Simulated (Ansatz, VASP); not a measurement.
# KBr in VASP and in Ansatz

Contents of POSCAR:

```
KBr
1.0
    0.0000000000      3.3000000000      3.3000000000
    3.3000000000      0.0000000000      3.3000000000
    3.3000000000      3.3000000000      0.0000000000
Br K
1 1
Direct
    0.5000000000      0.5000000000      0.5000000000
    0.0000000000      0.0000000000      0.0000000000
```

File INCAR.step1:

```
SYSTEM = KBr
ALGO = Normal ; EDIFF = 1E-5
ENCUT = 600 ; GGA = PE
ISMEAR = 0 ; LASPH = .TRUE.
LCHARG = .FALSE. ; LREAL = .FALSE.
LWAVE = .TRUE. ; NBANDS = 15
NELM = 80 ; PREC = Accurate
SIGMA = 0.1
```

The input INCAR.step2:

```
SYSTEM = KBr
AEXX = 1.0 ; AGGAC = 0.0
ALDAC = 0.0 ; ALGO = Normal
EDIFF = 1E-7 ; EDIFFG = -0.01
ENCUT = 600 ; GGA = PE
IBRION = 2 ; ISIF = 3
ISMEAR = 0 ; ISTART = 1
LASPH = .TRUE. ; LCHARG = .FALSE.
LHFCALC = .TRUE. ; LREAL = .FALSE.
LWAVE = .FALSE. ; NELM = 80
NSW = 60 ; PREC = Accurate
PRECFOCK = Normal ; SIGMA = 0.1
```

Contents of KPOINTS:

```
k-points
0
G
  4 4 4
  0 0 0
```

Contents of input.yaml:

```yaml
crystal:
  lattice:
    - [0.0, 3.3, 3.3]
    - [3.3, 0.0, 3.3]
    - [3.3, 3.3, 0.0]
  atoms:
    - { symbol: Br, position: [0.5, 0.5, 0.5] }
    - { symbol: K, position: [0.0, 0.0, 0.0] }
hamiltonian:
  xc: hf
  pseudopotentials: { kind: paw }
kpoints:
  mp_grid: { grid: [4, 4, 4] }
scf:
  occupations: { method: gaussian, width: 0.1 }
output:
  forces: true
  stress: true
relax:
  f_tol: 0.01
  max_steps: 40
  cell: { stress_tol: 0.05 }
```

Alike in both runs: task relaxation of cell and atoms; functional HF; k mesh 4 × 4 × 4; occupations gaussian, width 0.1 eV; no spin polarisation.

```csv
,VASP,Ansatz
version,VASP 6.6.1,Ansatz 0.2.0
potentials or method,"VASP PAW PBE potentials, release 64 (Br, K_sv)",Ansatz PAW
plane-wave cutoff (eV),600,420
valence electrons in the cell,16,16
```

VASP gave:

| Quantity | Value |
| --- | --- |
| gap on the k mesh at the Fermi level, each at its own relaxed structure (eV) | 11.64 |
| relaxed volume (Å³/atom) | 40.48 |
| relaxed length of the cell vector where the two differ most in proportion (Å) | 4.856 |

Task: Estimate Ansatz's values.

Result: gap on the k mesh at the Fermi level, each at its own relaxed structure (eV): 11.57; relaxed volume (Å³/atom): 40.93; relaxed length of the cell vector where the two differ most in proportion (Å): 4.874.

VASP's potentials were made for PBE, not for HF.

Noted on Ansatz's run: the plane-wave basis is chosen anew once the cell has moved, so the energies of steps on either side of that aren't comparable.
